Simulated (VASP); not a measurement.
# WSe2 (R3m) in VASP: G0W0 quasiparticle levels with PBE

Aim: the G0W0 quasiparticle levels of WSe2 with PBE.

Everything below comes from runs of VASP 6.6.1. Logs are shortened: lines on timing, memory, paths and dates and some standing lists are left out, and cuts for length are marked.

## (1) The cell of the first run

It takes space group R3m (No. 160, trigonal). The conventional cell has a = 3.302 Å, b = 3.302 Å, c = 19.739 Å, α = 90.00°, β = 90.00°, γ = 120.00°. W (site symmetry 3m) has 6 Se at 2.53 Å and 6 W at 3.30 Å within 3.4 Å. Within 3.4 Å of Se (site symmetry 3m) lie 3 W at 2.53 Å and 7 Se at 3.30 to 3.33 Å. Within 3.4 Å of Se (site symmetry 3m) lie 3 W at 2.53 Å and 7 Se at 3.30 to 3.33 Å.

## (2) G0W0 quasiparticle levels, PBE

File POSCAR:

```
WSe2
1.0
    1.6510739550      0.9532479924      6.5796479589
   -1.6510739550      0.9532479924      6.5796479589
    0.0000000000     -1.9064959847      6.5796479589
W Se
1 2
Direct
   -0.0000183143     -0.0000183143     -0.0000183143
    0.4176504314      0.4176504314      0.4176504314
    0.2490345495      0.2490345495      0.2490345495
```

File INCAR.step1:

```
PREC = Accurate
ENCUT = 500
EDIFF = 1E-8
ISMEAR = 0
SIGMA = 0.01
LREAL = False
LASPH = True
NELM = 80
ALGO = Normal
LWAVE = True
LCHARG = False
GGA = PE
```

File INCAR.step2:

```
PREC = Accurate
ENCUT = 500
EDIFF = 1E-8
ISMEAR = 0
SIGMA = 0.01
LREAL = False
LASPH = True
NELM = 1
ALGO = Exact
LWAVE = True
LCHARG = False
GGA = PE
NBANDS = 113
LOPTICS = True
ISTART = 1
```

File INCAR.step3:

```
PREC = Accurate
ENCUT = 500
EDIFF = 1E-8
ISMEAR = 0
SIGMA = 0.01
LREAL = False
LASPH = True
ALGO = EVGW0
LWAVE = False
LCHARG = False
GGA = PE
NELMGW = 1
NBANDS = 113
ENCUTGW = 80.0
NOMEGA = 96
PRECFOCK = Fast
ISTART = 1
NBANDSGW = 21
OMEGAMAX = 20
```

File KPOINTS:

```
regular mesh
0
Gamma
  4 4 4
```

Potentials or basis: VASP PAW PBE potentials, release 64 (W_sv_GW, Se_GW).

The run is started by

```bash
> cat potpaw_PBE.64/W_sv_GW/POTCAR potpaw_PBE.64/Se_GW/POTCAR > POTCAR
> cp INCAR.step1 INCAR
> mpirun -np 1 vasp_std > vasp.out
> cp INCAR.step2 INCAR
> mpirun -np 1 vasp_std > vasp.out
> cp INCAR.step3 INCAR
> mpirun -np 1 vasp_std > vasp.out
```

OUTCAR:

```text
PREC = Accurate
   ENCUT = 500
   EDIFF = 1E-8
   ISMEAR = 0
   LREAL = False
   LASPH = True
   GGA = PE
   NELMGW = 1
   ENCUTGW = 80.0
   PRECFOCK = Fast
   ISTART = 1

 ion  position               nearest neighbor table
   1  1.000  1.000  1.000-   3 2.53   3 2.53   3 2.53   2 2.53   2 2.53   2 2.53
   2  0.418  0.418  0.418-   1 2.53   1 2.53   1 2.53
   3  0.249  0.249  0.249-   1 2.53   1 2.53   1 2.53

  LATTYP: Found a trigonal (rhomboedric) cell.
 ALAT       =     6.8502915415
 COS(alpha) =     0.8838163706

  Lattice vectors:

 A1 = (   1.6510739550,   0.9532479924,   6.5796479589)
 A2 = (  -1.6510739550,   0.9532479924,   6.5796479589)
 A3 = (   0.0000000000,  -1.9064959847,   6.5796479589)

Analysis of symmetry for initial positions (statically):
=====================================================================
 Subroutine PRICEL returns:
 Original cell was already a primitive cell.

 Routine SETGRP: Setting up the symmetry group for a
 trigonal (rhombohedral) supercell.

 Subroutine GETGRP returns: Found  6 space group operations
 (whereof  6 operations were pure point group operations)
 out of a pool of 12 trial point group operations.

The static configuration has the point symmetry C_3v.

Analysis of symmetry for dynamics (positions and initial velocities):
=====================================================================
 Subroutine PRICEL returns:
 Original cell was already a primitive cell.

 Routine SETGRP: Setting up the symmetry group for a
 trigonal (rhombohedral) supercell.

 Subroutine GETGRP returns: Found  6 space group operations
 (whereof  6 operations were pure point group operations)
 out of a pool of 12 trial point group operations.

The dynamic configuration has the point symmetry C_3v.

 Subroutine INISYM returns: Found  6 space group operations
 (whereof  6 operations are pure point group operations),
 and found     1 'primitive' translations

----------------------------------------------------------------------------------------

                                     Primitive cell

  volume of cell :      62.1336

  direct lattice vectors                    reciprocal lattice vectors
     1.651073955  0.953247992  6.579647959     0.302833194  0.174840826  0.050661272
    -1.651073955  0.953247992  6.579647959    -0.302833194  0.174840826  0.050661272
     0.000000000 -1.906495985  6.579647959     0.000000000 -0.349681653  0.050661272

  length of vectors
     6.850291541  6.850291541  6.850291541     0.353332453  0.353332453  0.353332453

  position of ions in fractional coordinates (direct lattice)
     0.999981686  0.999981686  0.999981686
     0.417650431  0.417650431  0.417650431
     0.249034550  0.249034550  0.249034550

  ion indices of the primitive-cell ions
   primitive index   ion index
                 1           1
                 2           2
                 3           3

----------------------------------------------------------------------------------------

 KPOINTS: regular mesh

Automatic generation of k-mesh.
 Grid dimensions read from file:
 generate k-points for:    4    4    4

 Generating k-lattice:

  Cartesian coordinates                     Fractional coordinates (reciprocal lattice)
     0.075708299  0.043710207  0.012665318     0.250000000  0.000000000  0.000000000
    -0.075708299  0.043710207  0.012665318     0.000000000  0.250000000  0.000000000
     0.000000000 -0.087420413  0.012665318     0.000000000  0.000000000  0.250000000

  Length of vectors
     0.088333113  0.088333113  0.088333113

  Shift w.r.t. Gamma in fractional coordinates (k-lattice)
     0.000000000  0.000000000  0.000000000

 Subroutine IBZKPT returns following result:
 ===========================================

 Found     13 irreducible k-points:

 Following reciprocal coordinates:
            Coordinates               Weight
  0.000000  0.000000  0.000000      1.000000
  0.250000  0.000000  0.000000      6.000000
  0.500000  0.000000  0.000000      3.000000
  0.250000  0.250000  0.000000      6.000000
  0.500000  0.250000  0.000000     12.000000
 -0.250000  0.250000  0.000000      6.000000
  0.500000  0.500000  0.000000      3.000000
  0.250000  0.250000  0.250000      2.000000
  0.500000  0.250000  0.250000      6.000000
 -0.250000  0.250000  0.250000      6.000000
  0.500000  0.500000  0.250000      6.000000
 -0.250000  0.500000  0.250000      6.000000
  0.500000  0.500000  0.500000      1.000000
   k-points           NKPTS =     13   k-points in BZ     NKDIM =     64   number of bands    NBANDS=    113
   number of dos      NEDOS =    301   number of ions     NIONS =      3
   total plane-waves  NPLWV = 125000
   dimension x,y,z NGX =    50 NGY =   50 NGZ =   50
   dimension x,y,z NGXF=   100 NGYF=  100 NGZF=  100
   ions per type =               1   2
   NGX,Y,Z   is equivalent  to a cutoff of  12.13, 12.13, 12.13 a.u.
   NGXF,Y,Z  is equivalent  to a cutoff of  24.27, 24.27, 24.27 a.u.
 SYSTEM =  unknown system
   PREC   = accura    normal or accurate (medium, high low for compatibility)
   ISTART =      1    job   : 0-new  1-cont  2-samecut
   ICHARG =      0    charge: 1-file 2-atom 10-const
   ISPIN  =      1    spin polarized calculation?
   LNONCOLLINEAR =      F non collinear calculations
   LSORBIT =      F    spin-orbit coupling
   LASPH  =      T    aspherical Exc in radial PAW
   ENCUT  =  500.0 eV  36.75 Ry    6.06 a.u.  12.49 12.49 12.49*2*pi/ulx,y,z
   NELM   =     60;   NELMIN=  2; NELMDL=  0     # of ELM steps
   EDIFF  = 0.1E-07   stopping-criterion for ELM
   LREAL  =      F    real-space projection
   EDIFFG = 0.1E-06   stopping-criterion for IOM
   NSW    =      0    number of steps for IOM
   IBRION =     -1    ionic relax: 0-MD 1-quasi-New 2-CG
   NFREE  =      0    steps in history (QN), initial steepest desc. (CG)
   ISIF   =      0    stress and relaxation
   ISYM   =      3    0-nonsym 1-usesym 2-fastsym
   POTIM  = 0.5000    time-step for ionic-motion
   TEBEG  =    0.0;   TEEND  =   0.0 temperature during run
   PSTRESS=    0.0 pullay stress
   NELECT =      26.0000    total number of electrons
   NUPDOWN=      -1.0000    fix difference up-down
   EMIN   =  10.00;   EMAX   =-10.00  energy-range for DOS
   EFERMI =   0.00;   METHOD = LEGACY
   ISMEAR =     0;   SIGMA  =   0.01  broadening in eV -4-tet -1-fermi 0-gaus
   EFERMI_NEDOS =   21; number of points for ismear=-14 and -15
   IALGO  =     38    algorithm
   IMIX   =      4    mixing-type and parameters
     AMIX     =   0.40;   BMIX     =  1.00
     AMIX_MAG =   1.60;   BMIX_MAG =  1.00
  volume/ion in A,a.u.               =      20.71       139.77
  Fermi-wavevector in a.u.,A,eV,Ry     =   1.224495  2.313961 20.400427  1.499389
  Thomas-Fermi vector in A             =   2.359568
   LORBIT       =      0    0 simple, 1 ext, 2 COOP (PROOUT), +10 PAW based schemes
   GGA     = PE    functional components
   LHFCALC =     T    Hartree Fock is set to
   PRECFOCK=fast      Normal, Fast or Accurate (Low or Medium for compatibility)
   ENCUT4O =  -1.0   cutoff for four orbital integrals eV
   NKREDX  =     1    reduce k-point grid by
   NKREDY  =     1    reduce k-point grid by
   NKREDZ  =     1    reduce k-point grid by
   AEXX    =    1.0000 exact exchange contribution
   HFSCREEN=    0.0000 screening length (either q_TF or 0.3 A-1)
   HFSCREENC=   0.0000 screening length for correlation (either q_TF or 0.3 A-1)
   ENCUTFOCK=  -1.0 apply spherical cutoff to Coloumb kernel
   IVDW    =     0    specifies the selected vdW correction
   LEPSILON=     F    determine dielectric tensor
   LRPA    =     F    only Hartree local field effects (RPA)
   LRPAFORCE           =     F    calculate RPA forces
   ENCUTGW             =  80.0    cutoff for response function in eV
   ENCUTGWSOFT         =  64.0    soft cutoff for Coulomb kernel in GW response function in eV
   ENCUTLF             =  -1.0    cutoff for local field effects
   NELMGW              =     1    number of iterations in solving QP/BSE equation
   NELMHF              =     1    number of iterations in the inner HF iteration
   NKREDLFX            =     1    NKREDLFY  =   1   NKREDLFZ  =   1
 non-spin polarized calculation
 Gauss-broadening in eV      SIGMA  =   0.01
  energy-cutoff  :      500.00
  volume of cell :       62.13
 maximum number of plane-waves:      1589
 NGX is ok and might be reduce to    50
  NGX = 28; NGY = 28; NGZ = 28
   NGX = 25   NGY = 25   NGZ = 25
 maximum number of plane-waves:       118
 NGX is ok and might be reduce to    24

 QP shifts <psi_nk| G(iteration)W_0 |psi_nk>: iteration 1
 for sc-GW calculations column KS-energies equals QP-energies in previous step
 and V_xc(KS)=  KS-energies - (<T + V_ion + V_H > + <T+V_H+V_ion>^1  + <V_x>^1)

 k-point   1 :       0.0000    0.0000    0.0000
  band No.  KS-energies  QP-energies   sigma(KS)   V_xc(KS)     V^pw_x(r,r')   Z            occupation Imag(sigma)

      1     -67.9859     -69.0803     -24.6683     -22.6539     -38.6784       0.5433       2.0000       1.4037
      2     -32.2297     -33.0096     -22.6417     -21.4049     -31.8857       0.6306       2.0000       0.8290
      3     -32.1125     -32.8325     -22.6724     -21.5184     -31.7684       0.6240       2.0000       0.5426
      4     -32.1125     -32.8325     -22.6724     -21.5184     -31.7684       0.6240       2.0000       0.5426
      5      -8.8983      -9.0502     -12.8791     -12.6395     -20.4436       0.6339       2.0000       1.1631
      6      -7.3456      -7.5367     -13.3505     -13.0683     -20.2010       0.6770       2.0000       0.9170
[... 13 lines left out ...]
     20      14.3953      14.5902     -10.0241     -10.2707      -5.2704       0.7905       0.0000      -0.1670
     21      16.6853      16.9863     -10.7358     -11.1200      -5.3688       0.7833       0.0000      -0.3473

 k-point   2 :       0.2500    0.0000    0.0000
  band No.  KS-energies  QP-energies   sigma(KS)   V_xc(KS)     V^pw_x(r,r')   Z            occupation Imag(sigma)

      1     -67.9812     -69.0712     -24.6654     -22.6592     -38.6745       0.5433       2.0000       1.4039
      2     -32.2262     -32.9579     -22.6029     -21.4186     -31.8119       0.6179       2.0000       0.6927
      3     -32.2081     -32.9963     -22.6869     -21.4275     -31.8879       0.6259       2.0000       0.7741
      4     -32.1395     -32.8636     -22.6620     -21.4966     -31.7827       0.6213       2.0000       0.5694
      5      -8.0358      -8.2292     -13.1645     -12.8804     -20.3083       0.6808       2.0000       1.0472
      6      -6.9812      -7.1595     -13.4550     -13.1973     -20.1918       0.6919       2.0000       0.9071
[... 13 lines left out ...]
     20      14.7933      15.1464     -11.1873     -11.6428      -5.9795       0.7752       0.0000      -0.2853
     21      16.0316      16.3370     -11.0297     -11.4252      -5.6277       0.7720       0.0000      -0.3312
[... 233 lines left out ...]
      5      -6.8092      -6.9748     -13.6423     -13.4069     -20.2599       0.7033       2.0000       0.8638
      6      -6.6280      -6.7827     -13.5257     -13.3042     -20.1812       0.6983       2.0000       0.9052
[... 13 lines left out ...]
     20      15.0799      15.2990     -10.2272     -10.5085      -5.1540       0.7788       0.0000      -0.2392
     21      16.3953      16.7138     -10.5726     -10.9810      -5.1989       0.7797       0.0000      -0.3408

 k-point  13 :       0.5000    0.5000    0.5000
  band No.  KS-energies  QP-energies   sigma(KS)   V_xc(KS)     V^pw_x(r,r')   Z            occupation Imag(sigma)

      1     -67.9860     -69.0764     -24.6683     -22.6545     -38.6785       0.5415       2.0000       1.4038
      2     -32.2296     -33.0107     -22.6427     -21.4049     -31.8851       0.6311       2.0000       0.8296
      3     -32.1128     -32.8302     -22.6723     -21.5183     -31.7685       0.6216       2.0000       0.5429
      4     -32.1128     -32.8302     -22.6723     -21.5183     -31.7685       0.6216       2.0000       0.5429
      5      -8.7005      -8.8584     -13.0355     -12.7927     -20.4811       0.6503       2.0000       1.1024
      6      -7.6833      -7.8930     -13.0895     -12.7722     -20.1055       0.6608       2.0000       1.0050
[... 13 lines left out ...]
     20      15.8229      15.9371      -9.2112      -9.3574      -4.3236       0.7813       0.0000      -0.1953
     21      16.4671      16.7587     -10.5220     -10.8915      -5.2395       0.7895       0.0000      -0.3119
```

It took 19 min on 1 thread of Intel Xeon 6975P-C (Granite Rapids), shared host; peak memory 0.9 GiB.

What came out:

| Property | Result |
| --- | --- |
| Quasiparticle gap | 1.71 eV |
| Least direct quasiparticle gap | 2.67 eV |
| Band gap of the starting levels on the mesh | 1.38 eV |
| Least direct gap of the starting levels on the mesh | 2.23 eV |

Caveat: the k points lie up to 0.56 Å⁻¹ apart; bands, screening cutoff and mesh are small and nothing is extrapolated, so the quasiparticle values aren't converged; spin-orbit coupling is left out, which moves the levels of the heavy elements.
